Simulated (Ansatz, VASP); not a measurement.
# One calculation of HgTe, two programs

File INCAR:

```
ALGO = Normal
EDIFF = 1E-6
ENCUT = 520
GGA = PE
ISIF = 2
ISMEAR = -1
LASPH = T
LCHARG = F
LREAL = F
LWAVE = F
NBANDS = 16
NELM = 80
PREC = Accurate
SIGMA = 0.03
```

KPOINTS

```
k-points
0
Gamma
  11 11 11
```

Contents of POSCAR:

```
HgTe
1.0
    0.0644700000      3.2557350000      3.2557350000
    3.2557350000      0.0644700000      3.2557350000
    3.2557350000      3.2557350000      0.0644700000
Hg Te
1 1
Direct
    0.0000000000      0.0000000000      0.0000000000
    0.7500000000      0.7500000000      0.7500000000
```

Input for Ansatz:

```yaml
crystal:
  lattice:
    - [0.06447, 3.255735, 3.255735]
    - [3.255735, 0.06447, 3.255735]
    - [3.255735, 3.255735, 0.06447]
  atoms:
    - { symbol: Hg, position: [0.0, 0.0, 0.0] }
    - { symbol: Te, position: [0.75, 0.75, 0.75] }
kpoints:
  mp_grid: { grid: [11, 11, 11] }
  band_path:
    path:
      - [0.0, 0.0, 0.0]
      - [-0.5, -0.5, -0.5]
      - [-0.5, -0.2451701269, -0.7548298731]
      - [-0.2451701269, 0.2451701269, -0.5]
      - [0.0, 0.0, -0.5]
      - [0.0, 0.0, 0.0]
      - [0.0, 0.3725850634, -0.3725850634]
      - [-0.3725850634, 0.0, -0.6274149366]
      - [-0.5, 0.0, -0.5]
    npoints: 5
scf:
  occupations: { method: fermi_dirac, width: 0.03 }
hamiltonian:
  xc: pbe
  pseudopotentials: { kind: all_electron, lapw: { basis_error: 0.0005 } }
output:
  forces: true
  stress: true
  eigenvalues: true
```

Change from the starting cell: equal xy, yz and zx shear strains of +2 %.

Alike in both runs: task single point; functional PBE; k mesh 11 × 11 × 11; occupations fermi-dirac, width 0.03 eV; no spin polarisation.

|  | VASP | Ansatz |
| --- | --- | --- |
| version | VASP 6.6.1 | Ansatz 0.2.0 |
| potentials or method | VASP PAW PBE potentials, release 64 (Hg, Te), cutoff 520 eV | all-electron LAPW, scalar-relativistic |

VASP gave:

| Quantity | Value |
| --- | --- |
| pressure (GPa) | 4.2 |
| traceless stress, the component that is largest in VASP (GPa) | -0.84 |
| rms of the force components (eV/Å) | 0.122 |

**Question.** Which values does Ansatz return?

**Answer.** Pressure (GPa): 4.2; traceless stress, the component that is largest in VASP (GPa): -0.83; rms of the force components (eV/Å): 0.120.

Atom by atom the forces differ by 0.002 eV/Å (rms over components). Ansatz ran all-electron here, and VASP with PAW potentials.

Spin-orbit coupling is off throughout.
